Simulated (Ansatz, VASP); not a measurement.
**Two plane-wave programs on Au**

```
CELL_PARAMETERS angstrom
2.39426 -1.51529 -0.07708
2.39426 1.51529 -0.07708
-1.64725 0.00000 2.54716
ATOMIC_POSITIONS crystal
Au 0.00000 0.00000 0.00000
```

Alike in both runs: functional PBE; k mesh 8 × 8 × 8; occupations gaussian, width 0.1 eV; no spin polarisation.

Ansatz relaxed the structure, and its values are those at the end. VASP's run is a single point on that final structure, the one shown.

|  | VASP | Ansatz |
| --- | --- | --- |
| version | VASP 6.6.1 | Ansatz 0.2.0 |
| potentials or method | VASP PAW PBE potentials, release 64 (Au), cutoff 520 eV | scalar-relativistic, plane waves, PAW |
| valence electrons in the cell | 11 | 19 |

```csv
,VASP,Ansatz,Ansatz less VASP
gap on the k mesh at the Fermi level (eV),none,none,-
pressure (GPa),-0.2,0.0,+0.24
```

A gap of «none» marks a metal or a gap that the smearing closes. VASP's potentials hold 11 valence electrons a cell and Ansatz's 19, so a difference there can come from the potentials and not from the codes.

Neither program's run includes spin-orbit coupling.
